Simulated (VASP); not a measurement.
Wanted: the native input for a VASP 6.6.1 run.

- Task: single point
- Functional: PBEsol
- Potentials or basis: VASP PAW PBE potentials, release 64 (Ti_sv)
- Cutoff: 520 eV
- k mesh: 14 × 14 × 14
- Occupations: fermi-dirac, width 0.05 eV
- Spin: no spin polarisation
- Dipole correction: no
- Further INCAR settings: ALGO = Normal; EDIFF = 1e-06; NBANDS = 12

The structure of Ti lies in POSCAR:

```
Ti
1.0
   -1.6410000000      1.6410000000      1.6738200000
    1.6410000000     -1.6410000000      1.6738200000
    1.6410000000      1.6410000000     -1.6738200000
Ti
1
Direct
    0.0000000000      0.0000000000      0.0000000000
```

This cell differs from its parent crystal: zz strain of +2 %.

These files were run (other wordings do the same):

INCAR

```
PREC = Accurate ; ENCUT = 520
EDIFF = 1E-6 ; ISMEAR = -1
SIGMA = 0.05 ; LREAL = False
LASPH = True ; NELM = 60
ALGO = Normal ; ISIF = 2
LWAVE = False ; LCHARG = False
GGA = PS ; NBANDS = 12
```

KPOINTS

```
Automatic mesh
0
Gamma
  14 14 14
```

Potentials or basis: VASP PAW PBE potentials, release 64 (Ti_sv).

Run with:

```bash
$ cat potpaw_PBE.64/Ti_sv/POTCAR > POTCAR
$ mpirun -np 1 vasp_std > vasp.out
```

It gave:

| Property | Result |
| --- | --- |
| Pressure | -8.5 GPa |
| Band gap on the k mesh | zero (band 6 reaches 8.49 eV, above the bottom of band 7 at 6.96 eV) |

Caveat: the cell differs from its parent crystal (zz strain of +2 %); the PAW data sets were made with another functional, which shifts forces and pressure a little.

Run time: 14 s on 1 thread of Intel(R) Xeon(R) 6975P-C (Granite Rapids), with other jobs on the host, peak memory 0.17 GiB.
